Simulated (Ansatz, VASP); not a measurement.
HfHF3: VASP beside Ansatz

The input INCAR:

```
PREC = Accurate ; ENCUT = 600
EDIFF = 1E-6 ; ISMEAR = 0
SIGMA = 0.1 ; LREAL = F
LASPH = T ; NELM = 60
ALGO = Normal ; ISIF = 3
LWAVE = F ; LCHARG = F
GGA = PE ; IBRION = 2
NSW = 100 ; EDIFFG = -0.01
```

Contents of KPOINTS:

```
regular mesh
0
Gamma
  10 10 10
```

File POSCAR:

```
HfHF3
1.0
    4.0998732122      0.0000000000      0.0000000000
    0.0000000000      4.0998732122      0.0000000000
    0.0000000000      0.0000000000      4.0998732122
Hf H F
1 1 3
Direct
    0.0000000000      0.0000000000      0.0000000000
    0.5000000000      0.5000000000      0.5000000000
    0.5000000000      0.0000000000      0.0000000000
    0.0000000000      0.5000000000      0.0000000000
    0.0000000000      0.0000000000      0.5000000000
```

Input for Ansatz:

```yaml
crystal:
  lattice:
    - [4.0998732122, 0.0, 0.0]
    - [0.0, 4.0998732122, 0.0]
    - [0.0, 0.0, 4.0998732122]
  atoms:
    - { symbol: Hf, position: [0.0, 0.0, 0.0] }
    - { symbol: H, position: [0.5, 0.5, 0.5] }
    - { symbol: F, position: [0.5, 0.0, 0.0] }
    - { symbol: F, position: [0.0, 0.5, 0.0] }
    - { symbol: F, position: [0.0, 0.0, 0.5] }
basis:
  ecutwfc: 420
kpoints:
  mp_grid: { grid: [10, 10, 10] }
hamiltonian:
  xc: pbe
scf:
  occupations: { method: gaussian, width: 0.1 }
output:
  forces: true
  stress: true
  eigenvalues: true
relax:
  adjacent_minimum: "off"
  f_tol: 0.01
  max_steps: 80
  cell: { stress_tol: 0.05 }
```

Change from the starting cell: species swapped into the MgAgF3 type (Pm-3m, No. 221).

Alike in both runs: task relaxation of cell and atoms; functional PBE; k mesh 10 × 10 × 10; occupations gaussian, width 0.1 eV; no spin polarisation.

|  | VASP | Ansatz |
| --- | --- | --- |
| version | VASP 6.6.1 | Ansatz 0.2.0 |
| potentials or method | VASP PAW PBE potentials, release 64 (Hf_pv, H, F), cutoff 600 eV | scalar-relativistic, plane waves, PAW |
| valence electrons in the cell | 32 | 48 |

Ansatz gave:

* gap on the k mesh at the Fermi level, each at its own relaxed structure (eV): none
* relaxed volume (Å³/atom): 13.78
* relaxed cell length with the largest relative difference (Å): 4.099

Task: What did VASP give for the same quantities?

Result: gap on the k mesh at the Fermi level, each at its own relaxed structure (eV): none; relaxed volume (Å³/atom): 13.52; relaxed cell length with the largest relative difference (Å): 4.073.

A gap of «none» marks a metal or a gap that the smearing closes. VASP's potentials hold 32 valence electrons a cell and Ansatz's 48, so a difference there can come from the potentials and not from the codes.

Spin-orbit coupling is off throughout.
